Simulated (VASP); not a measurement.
# KYSe2 (P4/mmm) in VASP: further runs

The runs below take KYSe2 through single point, with PBE, r2SCAN.

All numbers are computed with VASP 6.6.1; they aren't measurements. Logs are shortened: lines on timing, memory, paths and dates and some standing lists are left out, and cuts for length are marked.

## 1. The cell of the first run

It takes space group P4/mmm (No. 123, tetragonal). Conventional cell: a = 4.320 Å, b = 4.320 Å, c = 5.868 Å, α = 90.00°, β = 90.00°, γ = 90.00°. Within 3.9 Å of K (site symmetry 4/mmm) lie 6 Se at 2.93 to 3.05 Å. Within 3.9 Å of Se (site symmetry 4/mmm) lie 2 K at 2.93 Å and 4 Y at 3.05 Å. Within 3.9 Å of Se (site symmetry 4/mmm) lie 2 Y at 2.93 Å and 4 K at 3.05 Å. Y (site symmetry 4/mmm) has 6 Se at 2.93 to 3.05 Å within 3.9 Å.

## 2. Single point, PBE

Contents of INCAR:

```
  ALGO = Normal
  EDIFF = 1E-6
  ENCUT = 520
  GGA = PE
  ISIF = 2
  ISMEAR = 0
  LASPH = True
  LCHARG = True
  LELF = True
  LREAL = False
  LVHAR = True
  LWAVE = False
  NBANDS = 24
  NELM = 80
  PREC = Accurate
  SIGMA = 0.01
```

Contents of KPOINTS:

```
k-points
0
Gamma
  6 6 4
```

Contents of POSCAR:

```
KYSe2
1.0
    4.3197464662      0.0000000000      0.0000000000
    0.0000000000      4.3197464662      0.0000000000
    0.0000000000      0.0000000000      5.8682760692
K Se Y
1 2 1
Direct
    0.0000000000      0.0000000000      0.0000000000
    0.0000000000      0.0000000000      0.5000000000
    0.5000000000      0.5000000000      0.0000000000
    0.5000000000      0.5000000000      0.5000000000
```

Potentials or basis: VASP PAW PBE potentials, release 64 (K_sv, Se, Y_sv).

Command:

```
$ cat potpaw_PBE.64/K_sv/POTCAR potpaw_PBE.64/Se/POTCAR potpaw_PBE.64/Y_sv/POTCAR > POTCAR
$ mpirun -np 1 vasp_std > vasp.out
```

OUTCAR:

```text
EDIFF = 1E-6
   ENCUT = 520
   GGA = PE
   ISIF = 2
   ISMEAR = 0
   LASPH = True
   LREAL = False
   NELM = 80
   PREC = Accurate

 ion  position               nearest neighbor table
   1  0.000  0.000  0.000-   2 2.93   2 2.93   3 3.05   3 3.05   3 3.05   3 3.05
   2  0.000  0.000  0.500-   1 2.93   1 2.93   4 3.05   4 3.05   4 3.05   4 3.05
   3  0.500  0.500  0.000-   4 2.93   4 2.93   1 3.05   1 3.05   1 3.05   1 3.05
   4  0.500  0.500  0.500-   3 2.93   3 2.93   2 3.05   2 3.05   2 3.05   2 3.05

  LATTYP: Found a simple tetragonal cell.
 ALAT       =     4.3197464662
 C/A-ratio  =     1.3584769651

  Lattice vectors:

 A1 = (   4.3197464662,   0.0000000000,   0.0000000000)
 A2 = (   0.0000000000,   4.3197464662,   0.0000000000)
 A3 = (   0.0000000000,   0.0000000000,   5.8682760692)

Analysis of symmetry for initial positions (statically):
=====================================================================
 Subroutine PRICEL returns:
 Original cell was already a primitive cell.

 Routine SETGRP: Setting up the symmetry group for a
 simple tetragonal supercell.

 Subroutine GETGRP returns: Found 16 space group operations
 (whereof 16 operations were pure point group operations)
 out of a pool of 16 trial point group operations.

The static configuration has the point symmetry D_4h.

Analysis of symmetry for dynamics (positions and initial velocities):
=====================================================================
 Subroutine PRICEL returns:
 Original cell was already a primitive cell.

 Routine SETGRP: Setting up the symmetry group for a
 simple tetragonal supercell.

 Subroutine GETGRP returns: Found 16 space group operations
 (whereof 16 operations were pure point group operations)
 out of a pool of 16 trial point group operations.

The dynamic configuration has the point symmetry D_4h.

 Subroutine INISYM returns: Found 16 space group operations
 (whereof 16 operations are pure point group operations),
 and found     1 'primitive' translations

----------------------------------------------------------------------------------------

                                     Primitive cell

  volume of cell :     109.5033

  direct lattice vectors                    reciprocal lattice vectors
     4.319746466  0.000000000  0.000000000     0.231495068  0.000000000  0.000000000
     0.000000000  4.319746466  0.000000000     0.000000000  0.231495068  0.000000000
     0.000000000  0.000000000  5.868276069     0.000000000  0.000000000  0.170407797

  length of vectors
     4.319746466  4.319746466  5.868276069     0.231495068  0.231495068  0.170407797

  position of ions in fractional coordinates (direct lattice)
     0.000000000  0.000000000  0.000000000
     0.000000000  0.000000000  0.500000000
     0.500000000  0.500000000  0.000000000
     0.500000000  0.500000000  0.500000000

  ion indices of the primitive-cell ions
   primitive index   ion index
                 1           1
                 2           2
                 3           3
                 4           4

----------------------------------------------------------------------------------------

 KPOINTS: k-points

Automatic generation of k-mesh.
 Grid dimensions read from file:
 generate k-points for:    6    6    4

 Generating k-lattice:

  Cartesian coordinates                     Fractional coordinates (reciprocal lattice)
     0.038582511  0.000000000  0.000000000     0.166666667  0.000000000  0.000000000
     0.000000000  0.038582511  0.000000000     0.000000000  0.166666667  0.000000000
     0.000000000  0.000000000  0.042601949     0.000000000  0.000000000  0.250000000

  Length of vectors
     0.038582511  0.038582511  0.042601949

  Shift w.r.t. Gamma in fractional coordinates (k-lattice)
     0.000000000  0.000000000  0.000000000

 Subroutine IBZKPT returns following result:
 ===========================================

 Found     30 irreducible k-points:

 Following reciprocal coordinates:
            Coordinates               Weight
  0.000000  0.000000  0.000000      1.000000
  0.166667  0.000000  0.000000      4.000000
  0.333333  0.000000  0.000000      4.000000
  0.500000  0.000000  0.000000      2.000000
  0.166667  0.166667  0.000000      4.000000
  0.333333  0.166667  0.000000      8.000000
[... 16 lines left out ...]
  0.333333  0.000000  0.500000      4.000000
  0.500000  0.000000  0.500000      2.000000
 [... further k-points ...]
   k-points           NKPTS =     30   k-points in BZ     NKDIM =     30   number of bands    NBANDS=     24
   number of dos      NEDOS =    301   number of ions     NIONS =      4
   total plane-waves  NPLWV =  49152
   dimension x,y,z NGX =    32 NGY =   32 NGZ =   48
   dimension x,y,z NGXF=    64 NGYF=   64 NGZF=   96
   ions per type =               1   2   1
   NGX,Y,Z   is equivalent  to a cutoff of  12.32, 12.32, 13.60 a.u.
   NGXF,Y,Z  is equivalent  to a cutoff of  24.63, 24.63, 27.20 a.u.
 SYSTEM =  unknown system
   PREC   = accura    normal or accurate (medium, high low for compatibility)
   ISTART =      0    job   : 0-new  1-cont  2-samecut
   ICHARG =      2    charge: 1-file 2-atom 10-const
   ISPIN  =      1    spin polarized calculation?
   LNONCOLLINEAR =      F non collinear calculations
   LSORBIT =      F    spin-orbit coupling
   LASPH  =      T    aspherical Exc in radial PAW
   ENCUT  =  520.0 eV  38.22 Ry    6.18 a.u.   8.03  8.03 10.91*2*pi/ulx,y,z
   NELM   =     80;   NELMIN=  2; NELMDL= -5     # of ELM steps
   EDIFF  = 0.1E-05   stopping-criterion for ELM
   LREAL  =      F    real-space projection
   EDIFFG = 0.1E-04   stopping-criterion for IOM
   NSW    =      0    number of steps for IOM
   IBRION =     -1    ionic relax: 0-MD 1-quasi-New 2-CG
   NFREE  =      0    steps in history (QN), initial steepest desc. (CG)
   ISIF   =      2    stress and relaxation
   ISYM   =      2    0-nonsym 1-usesym 2-fastsym
   POTIM  = 0.5000    time-step for ionic-motion
   TEBEG  =    0.0;   TEEND  =   0.0 temperature during run
   PSTRESS=    0.0 pullay stress
   NELECT =      32.0000    total number of electrons
   NUPDOWN=      -1.0000    fix difference up-down
   EMIN   =  10.00;   EMAX   =-10.00  energy-range for DOS
   EFERMI =   0.00;   METHOD = LEGACY
   ISMEAR =     0;   SIGMA  =   0.01  broadening in eV -4-tet -1-fermi 0-gaus
   EFERMI_NEDOS =   21; number of points for ismear=-14 and -15
   IALGO  =     38    algorithm
   IMIX   =      4    mixing-type and parameters
     AMIX     =   0.40;   BMIX     =  1.00
     AMIX_MAG =   1.60;   BMIX_MAG =  1.00
  volume/ion in A,a.u.               =      27.38       184.74
  Fermi-wavevector in a.u.,A,eV,Ry     =   1.086382  2.052964 16.057941  1.180225
  Thomas-Fermi vector in A             =   2.222517
   LORBIT       =      0    0 simple, 1 ext, 2 COOP (PROOUT), +10 PAW based schemes
   GGA     = PE    functional components
   LHFCALC =     F    Hartree Fock is set to
   AEXX    =    0.0000 exact exchange contribution
   IVDW    =     0    specifies the selected vdW correction
   LEPSILON=     F    determine dielectric tensor
   LRPA    =     F    only Hartree local field effects (RPA)
 non-spin polarized calculation
 Gauss-broadening in eV      SIGMA  =   0.01
  energy-cutoff  :      520.00
  volume of cell :      109.50
 maximum number of plane-waves:      2976
   NGX = 17   NGY = 17   NGZ = 21

 number of electron      32.0000004 magnetization

 Free energy of the ion-electron system (eV)
  ---------------------------------------------------
  ext. energy  EPLUGINS =         0.00000000
  ---------------------------------------------------
  free energy    TOTEN  =       -20.28618736 eV

  energy without entropy =      -20.28618736  energy(sigma->0) =      -20.28618736

 E-fermi :   2.2985     XC(G=0):  -9.0832

 val. band max:        2.2161465177   @ k =   0.0000   0.0000   0.0000
 cond. band min:       2.4046284041   @ k =   0.0000   0.0000   0.0000
 fundamental gap:      0.1884818865
 Fermi energy:         2.2985233413

 k-point     1 :       0.0000    0.0000    0.0000
  band No.  band energies     occupation
      1     -41.2525      2.00000
      2     -26.1512      2.00000
      3     -21.2051      2.00000
      4     -21.2051      2.00000
      5     -21.0683      2.00000
      6     -10.2931      2.00000
[... 16 lines left out ...]
     23       7.3707      0.00000
     24       8.1445      0.00000

 k-point     2 :       0.1667    0.0000    0.0000
  band No.  band energies     occupation
      1     -41.2520      2.00000
      2     -26.1495      2.00000
      3     -21.2192      2.00000
      4     -21.2032      2.00000
      5     -21.0673      2.00000
      6     -10.2316      2.00000
[... 16 lines left out ...]
     23       7.8175      0.00000
     24       8.7718      0.00000

 k-point     3 :       0.3333    0.0000    0.0000
  band No.  band energies     occupation
      1     -41.2511      2.00000
      2     -26.1461      2.00000
      3     -21.2473      2.00000
      4     -21.1994      2.00000
      5     -21.0653      2.00000
      6     -10.2739      2.00000
[... 16 lines left out ...]
     23       8.1754      0.00000
     24       8.5868      0.00000

 k-point     4 :       0.5000    0.0000    0.0000
  band No.  band energies     occupation
      1     -41.2507      2.00000
      2     -26.1444      2.00000
      3     -21.2612      2.00000
      4     -21.1975      2.00000
      5     -21.0643      2.00000
      6     -10.3638      2.00000
[... 16 lines left out ...]
     23       7.7172      0.00000
     24       9.1041      0.00000

 k-point     5 :       0.1667    0.1667    0.0000
  band No.  band energies     occupation
      1     -41.2516      2.00000
      2     -26.1479      2.00000
      3     -21.2184      2.00000
      4     -21.2152      2.00000
      5     -21.0663      2.00000
      6     -10.1924      2.00000
[... 16 lines left out ...]
     23       8.3459      0.00000
     24       8.8586      0.00000

 k-point     6 :       0.3333    0.1667    0.0000
  band No.  band energies     occupation
      1     -41.2507      2.00000
      2     -26.1445      2.00000
      3     -21.2440      2.00000
      4     -21.2119      2.00000
      5     -21.0644      2.00000
      6     -10.2111      2.00000
[... 16 lines left out ...]
     23       8.3604      0.00000
     24       8.8451      0.00000
[... 379 lines left out ...]
 k-point    21 :       0.0000    0.0000    0.5000
  band No.  band energies     occupation
      1     -41.2525      2.00000
      2     -26.1508      2.00000
      3     -21.2049      2.00000
      4     -21.2049      2.00000
      5     -21.0743      2.00000
      6     -10.8847      2.00000
[... 16 lines left out ...]
     23       8.0085      0.00000
     24       9.8391      0.00000

 k-point    22 :       0.1667    0.0000    0.5000
  band No.  band energies     occupation
      1     -41.2520      2.00000
      2     -26.1491      2.00000
      3     -21.2192      2.00000
      4     -21.2030      2.00000
      5     -21.0734      2.00000
      6     -10.8346      2.00000
[... 16 lines left out ...]
     23       8.2708      0.00000
     24       9.0687      0.00000

 k-point    23 :       0.3333    0.0000    0.5000
  band No.  band energies     occupation
      1     -41.2511      2.00000
      2     -26.1456      2.00000
      3     -21.2474      2.00000
      4     -21.1992      2.00000
      5     -21.0716      2.00000
      6     -10.7346      2.00000
[... 16 lines left out ...]
     23       8.2532      0.00000
     24       9.2675      0.00000

 k-point    24 :       0.5000    0.0000    0.5000
  band No.  band energies     occupation
      1     -41.2507      2.00000
      2     -26.1438      2.00000
      3     -21.2614      2.00000
      4     -21.1973      2.00000
      5     -21.0708      2.00000
      6     -10.6850      2.00000
[... 16 lines left out ...]
     23       8.2900      0.00000
     24       9.1635      0.00000

 [... further k-points ...]

------------------------ aborting loop because EDIFF is reached ----------------------------------------

  FORCE on cell =-STRESS in cart. coord.  units (eV):
  Direction    XX          YY          ZZ          XY          YZ          ZX
  --------------------------------------------------------------------------------------
  -------------------------------------------------------------------------------------
  Total        0.4684983      0.4684983      0.5271018      0.0000000      0.0000000      0.0000000
  in kB        6.8547482      6.8547482      7.7121949      0.0000000      0.0000000      0.0000000
  external PRESSURE =       7.1405638 kB  Pullay stress =       0.0000000 kB

 VOLUME and BASIS-vectors are now :
 -----------------------------------------------------------------------------
  energy-cutoff  :      520.00
  volume of cell :      109.50
      direct lattice vectors                 reciprocal lattice vectors
     4.319746466  0.000000000  0.000000000     0.231495068  0.000000000  0.000000000
     0.000000000  4.319746466  0.000000000     0.000000000  0.231495068  0.000000000
     0.000000000  0.000000000  5.868276069     0.000000000  0.000000000  0.170407797

 POSITION                                       TOTAL-FORCE (eV/Angst)
 -----------------------------------------------------------------------------------
      0.00000      0.00000      0.00000         0.000000      0.000000      0.000000
      0.00000      0.00000      2.93414         0.000000      0.000000      0.000000
      2.15987      2.15987      0.00000         0.000000      0.000000      0.000000
      2.15987      2.15987      2.93414         0.000000      0.000000      0.000000
 -----------------------------------------------------------------------------------
    total drift:                                0.000000     -0.000000     -0.000000

  FREE ENERGIE OF THE ION-ELECTRON SYSTEM (eV)
  ---------------------------------------------------
  free  energy   TOTEN  =       -20.2861873552 eV

  energy  without entropy=      -20.2861873552  energy(sigma->0) =      -20.28618736
```

Wall time 2.7 min (1 thread of Intel Xeon 8259CL, shared host); peak memory 0.28 GiB.

What came out:

| Quantity | Value |
| --- | --- |
| Free energy | -20.2862 eV |
| Pressure | 0.7 GPa |
| Band gap on the k mesh | 0.19 eV |

Caveat: semilocal functionals underestimate gaps, and a narrow one can read as zero.

## 3. Single point, r2SCAN

POSCAR is that of step 2.

Contents of INCAR.step1:

```
PREC = Accurate
ENCUT = 520
ISMEAR = 0
SIGMA = 0.01
LREAL = F
LASPH = T
NELM = 60
NBANDS = 24
GGA = PE
ALGO = Normal
EDIFF = 1E-4
LWAVE = T
LCHARG = F
```

Contents of INCAR.step2:

```
PREC = Accurate
ENCUT = 520
EDIFF = 1E-6
ISMEAR = 0
SIGMA = 0.01
LREAL = F
LASPH = T
NELM = 60
ALGO = Normal
ISIF = 2
LWAVE = F
LCHARG = T
METAGGA = R2SCAN
LMIXTAU = T
LELF = T
LVHAR = T
NBANDS = 24
ISTART = 1
```

Contents of KPOINTS:

```
Automatic mesh
0
Gamma
  6 6 4
```

Potentials or basis: VASP PAW PBE potentials, release 64 (K_sv, Se, Y_sv).

Command:

```
$ cat potpaw_PBE.64/K_sv/POTCAR potpaw_PBE.64/Se/POTCAR potpaw_PBE.64/Y_sv/POTCAR > POTCAR
$ cp INCAR.step1 INCAR
$ mpirun -np 1 vasp_std > vasp.out
$ cp INCAR.step2 INCAR
$ mpirun -np 1 vasp_std > vasp.out
```

Wall time 6.9 min (1 thread of Intel Xeon 8259CL, shared host); peak memory 0.29 GiB.

It converged, with:

| Item | Value |
| --- | --- |
| Free energy | -61.8278 eV |
| Pressure | 0.1 GPa |
| Band gap on the k mesh | 0.50 eV |

Levels at points of the mesh, in eV from the valence-band top:
```tsv
k point	band 12	band 13	band 14	band 15	band 16	band 17	band 18	band 19	band 20	band 21
(0.00, 0.00, 0.00)	-1.94	-1.94	-0.47	0.00	0.00	0.50	2.20	2.43	2.43	2.45
(0.50, 0.00, 0.00)	-2.87	-1.74	-1.72	-1.67	-0.59	2.77	3.04	3.16	3.56	5.16
(0.50, 0.50, 0.00)	-3.16	-1.30	-1.08	-0.67	-0.67	1.23	1.23	3.12	3.42	3.76
(0.00, 0.00, 0.50)	-2.25	-1.95	-1.95	-0.47	-0.47	0.58	2.22	2.56	3.65	3.65
(0.50, 0.00, 0.50)	-3.00	-2.91	-2.49	-0.95	-0.85	3.21	3.75	3.81	4.15	5.07
(0.50, 0.50, 0.50)	-3.12	-2.66	-1.85	-1.40	-1.40	3.01	3.01	3.27	3.46	3.77
```

Caveat: semilocal functionals underestimate gaps, and a narrow one can read as zero; the PAW data sets were made with another functional, which shifts forces and pressure a little. A k mesh can miss the band edges.
